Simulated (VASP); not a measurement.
# In (I4/mmm) in VASP: single point with HSE06

Aim: the single point of In with HSE06.

All numbers are computed with VASP 6.6.1; they aren't measurements. Logs are shortened: lines on timing, memory, paths and dates and some standing lists are left out, and cuts for length are marked.

## (1) The cell of the first run

The structure is tetragonal, space group I4/mmm (No. 139). Conventional cell: a = 3.251 Å, b = 3.251 Å, c = 4.947 Å, α = 90.00°, β = 90.00°, γ = 90.00°. In (site symmetry 4/mmm) has 12 In at 3.25 to 3.38 Å within 4.3 Å.

## (2) Single point, HSE06, non-collinear spin, zero start, spin-orbit coupling

POSCAR reads:

```
In
1.0
   -1.6254700000      1.6254700000      2.4737000000
    1.6254700000     -1.6254700000      2.4737000000
    1.6254700000      1.6254700000     -2.4737000000
In
1
Direct
    0.0000000000      0.0000000000      0.0000000000
```

INCAR.step1 reads:

```
PREC = Accurate ; ENCUT = 520
EDIFF = 1E-5 ; ISMEAR = -1
SIGMA = 0.05 ; LREAL = F
LASPH = T ; NELM = 150
ALGO = Normal ; ISIF = 2
LWAVE = T ; LCHARG = F
MAGMOM = 0 0 0 ; LORBIT = 11
LSORBIT = T ; GGA_COMPAT = F
LORBMOM = T ; GGA = PE
NBANDS = 24
```

INCAR.step2 reads:

```
PREC = Accurate ; ENCUT = 520
EDIFF = 1E-7 ; ISMEAR = -1
SIGMA = 0.05 ; LREAL = F
LASPH = T ; NELM = 150
ALGO = Normal ; ISIF = 2
LWAVE = F ; LCHARG = F
MAGMOM = 0 0 0 ; LORBIT = 11
LSORBIT = T ; GGA_COMPAT = F
LORBMOM = T ; GGA = PE
LHFCALC = T ; HFSCREEN = 0.2079
PRECFOCK = Normal ; ISTART = 1
NBANDS = 24
```

KPOINTS reads:

```
regular mesh
0
Gamma
  5 5 5
```

Potentials or basis: VASP PAW PBE potentials, release 64 (In_d).

On the command line:

```bash
$ cat potpaw_PBE.64/In_d/POTCAR > POTCAR
$ cp INCAR.step1 INCAR
$ mpirun -np 1 vasp_ncl > vasp.out
$ cp INCAR.step2 INCAR
$ mpirun -np 1 vasp_ncl > vasp.out
```

OUTCAR:

```text
PREC = Accurate
   ENCUT = 520
   EDIFF = 1E-7
   ISMEAR = -1
   LREAL = F
   LASPH = T
   NELM = 150
   ISIF = 2
   LORBIT = 11
   LSORBIT = T
   GGA = PE
   LHFCALC = T
   HFSCREEN = 0.2079
   PRECFOCK = Normal
   ISTART = 1

 ion  position               nearest neighbor table
   1  0.000  0.000  0.000-

  LATTYP: Found a body centered tetragonal cell.
 ALAT       =     3.2509400000
 C/A-ratio  =     1.5218367611

  Lattice vectors:

 A1 = (  -1.6254700000,   1.6254700000,   2.4737000000)
 A2 = (   1.6254700000,  -1.6254700000,   2.4737000000)
 A3 = (   1.6254700000,   1.6254700000,  -2.4737000000)

Analysis of symmetry for initial positions (statically):
=====================================================================
 Subroutine PRICEL returns:
 Original cell was already a primitive cell.

 Routine SETGRP: Setting up the symmetry group for a
 body centered tetragonal supercell.

 Subroutine GETGRP returns: Found 16 space group operations
 (whereof 16 operations were pure point group operations)
 out of a pool of 16 trial point group operations.

The static configuration has the point symmetry D_4h.

Analysis of symmetry for dynamics (positions and initial velocities):
=====================================================================
 Subroutine PRICEL returns:
 Original cell was already a primitive cell.

 Routine SETGRP: Setting up the symmetry group for a
 body centered tetragonal supercell.

 Subroutine GETGRP returns: Found 16 space group operations
 (whereof 16 operations were pure point group operations)
 out of a pool of 16 trial point group operations.

The dynamic configuration has the point symmetry D_4h.

Analysis of structural, dynamic, and magnetic symmetry:
=====================================================================
 Subroutine PRICEL returns:
 Original cell was already a primitive cell.

 Routine SETGRP: Setting up the symmetry group for a
 body centered tetragonal supercell.

 Subroutine GETGRP returns: Found 16 space group operations
 (whereof 16 operations were pure point group operations)
 out of a pool of 16 trial point group operations.

The overall configuration has the point symmetry D_4h.

[... 149 lines left out ...]

 val. band max:        8.0992710914   @ k =   0.4000   0.4000  -0.0000
 cond. band min:       8.2580640220   @ k =  -0.4000  -0.4000   0.2000
 fundamental gap:      0.1587929306
 Fermi energy:         8.1839497102

 k-point     1 :       0.0000    0.0000    0.0000
  band No.  band energies     occupation
      1      -9.6766      1.00000
      2      -9.6766      1.00000
      3      -9.6732      1.00000
      4      -9.6732      1.00000
      5      -8.8512      1.00000
      6      -8.8512      1.00000
[... 475 lines left out ...]
     23      31.0495      0.00000
     24      31.0495      0.00000

------------------------ aborting loop because EDIFF is reached ----------------------------------------

  FORCE on cell =-STRESS in cart. coord.  units (eV):
  Direction    XX          YY          ZZ          XY          YZ          ZX
  --------------------------------------------------------------------------------------
  -------------------------------------------------------------------------------------
  Total       -0.2085836     -0.2085836      0.9862424      0.0000000      0.0000000      0.0000000
  in kB      -12.7827965    -12.7827965     60.4406754      0.0000000      0.0000000      0.0000000
  external PRESSURE =      11.6250275 kB  Pullay stress =       0.0000000 kB

 VOLUME and BASIS-vectors are now :
 -----------------------------------------------------------------------------
  energy-cutoff  :      520.00
  volume of cell :       26.14
      direct lattice vectors                 reciprocal lattice vectors
    -1.625470000  1.625470000  2.473700000     0.000000000  0.307603339  0.202126369
     1.625470000 -1.625470000  2.473700000     0.307603339  0.000000000  0.202126369
     1.625470000  1.625470000 -2.473700000     0.307603339  0.307603339  0.000000000

 POSITION                                       TOTAL-FORCE (eV/Angst)
 -----------------------------------------------------------------------------------
      0.00000      0.00000      0.00000         0.000000      0.000000     -0.000000
 -----------------------------------------------------------------------------------
    total drift:                                0.000001     -0.000000     -0.000000

  FREE ENERGIE OF THE ION-ELECTRON SYSTEM (eV)
  ---------------------------------------------------
  free  energy   TOTEN  =        -2.8837979259 eV

  energy  without entropy=       -2.8769677329  energy(sigma->0) =       -2.88038283

 orbital moment (x)

 # of ion     p       d       tot
 ----------------------------------------
  1         0.000   0.000   0.000
 ----------------------------------------
            0.000   0.000   0.000

 orbital moment (y)

 # of ion     p       d       tot
 ----------------------------------------
  1        -0.000   0.000  -0.000
 ----------------------------------------
           -0.000   0.000  -0.000

 orbital moment (z)

 # of ion     p       d       tot
 ----------------------------------------
  1        -0.000   0.000  -0.000
 ----------------------------------------
           -0.000   0.000  -0.000

 Spin-Orbit-Coupling matrix elements

 Ion:    1  E_soc:     -0.0660225
 l=   1
     0.0000000    -0.0053496    -0.0041873
    -0.0053496     0.0000000    -0.0053496
    -0.0041873    -0.0053496     0.0000000
 l=   2
     0.0000000    -0.0012286     0.0000000    -0.0012286    -0.0048991
    -0.0012286     0.0000000    -0.0035666    -0.0012259    -0.0012048
     0.0000000    -0.0035666     0.0000000    -0.0035666     0.0000000
    -0.0012286    -0.0012259    -0.0035666     0.0000000    -0.0012048
    -0.0048991    -0.0012048     0.0000000    -0.0012048     0.0000000
 l=   3
     0.0000000     0.0000000     0.0000000     0.0000000     0.0000000     0.0000000     0.0000000
     0.0000000     0.0000000     0.0000000     0.0000000     0.0000000     0.0000000     0.0000000
     0.0000000     0.0000000     0.0000000     0.0000000     0.0000000     0.0000000     0.0000000
     0.0000000     0.0000000     0.0000000     0.0000000     0.0000000     0.0000000     0.0000000
     0.0000000     0.0000000     0.0000000     0.0000000     0.0000000     0.0000000     0.0000000
     0.0000000     0.0000000     0.0000000     0.0000000     0.0000000     0.0000000     0.0000000
     0.0000000     0.0000000     0.0000000     0.0000000     0.0000000     0.0000000     0.0000000

 total charge

# of ion       s       p       d       tot
------------------------------------------
    1        1.041   0.497   9.862  11.400

 magnetization (x)

# of ion       s       p       d       tot
------------------------------------------
    1       -0.000   0.000   0.000  -0.000

 magnetization (y)

# of ion       s       p       d       tot
------------------------------------------
    1        0.000   0.000   0.000   0.000

 magnetization (z)

# of ion       s       p       d       tot
------------------------------------------
    1        0.000   0.000   0.000   0.000
```

Wall time 1.8 h (1 thread of Oxide Virtual Turin-like, shared host); peak memory 0.31 GiB.

Results:

```
Free energy                                           : -2.8838 eV
Pressure                                              : 1.2 GPa
Net moment                                            : 0.00 μB per cell
Valence electrons inside the program's atomic spheres : In 11.40
```

Moments on the atoms (μB; x, y, z):
```
In  0.00 0.00 0.00
```

Caveat: the k points lie up to 0.46 Å⁻¹ apart; the PAW data sets were made with another functional, which shifts forces and pressure a little.
